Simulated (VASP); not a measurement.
TaN, 2 atoms in the cell. It takes space group I4/mmm (No. 139, tetragonal). Conventional cell: a = 3.082 Å, b = 3.082 Å, c = 4.467 Å, α = 90.00°, β = 90.00°, γ = 90.00°. Ta (site symmetry 4/mmm) has 6 N at 2.18 to 2.23 Å within 2.9 Å. N (site symmetry 4/mmm) has 6 Ta at 2.18 to 2.23 Å within 2.9 Å.  This cell differs from its parent crystal: strain +0.000 along x and y, +0.025 along z.

| Property | Result |
| --- | --- |
| Program | VASP 6.6.1 |
| Task | single point |
| Functional | r2SCAN |
| Potentials or basis | VASP PAW PBE potentials, release 64 (Ta_pv, N) |
| Cutoff | 520 eV |
| k mesh | 18 × 18 × 18 |
| Occupations | gaussian, width 0.15 eV |
| Spin | no spin polarisation |
| Dipole correction | no |
| Further INCAR settings | ALGO = Normal; EDIFF = 1e-07; NBANDS = 15 |

Potentials or basis: VASP PAW PBE potentials, release 64 (Ta_pv, N).

The run is started by

```bash
$ cat potpaw_PBE.64/Ta_pv/POTCAR potpaw_PBE.64/N/POTCAR > POTCAR
$ cp INCAR.step1 INCAR
$ mpirun -np 1 vasp_std > vasp.out
$ cp INCAR.step2 INCAR
$ mpirun -np 1 vasp_std > vasp.out
```

Hardware: 1 thread of Intel Xeon 8259CL, on a shared host.

Question: How long does it take, and how much memory?

Answer: It took 8 min on 1 thread of Intel Xeon 8259CL (shared host), peak memory 0.28 GiB. Counts: k points 480.
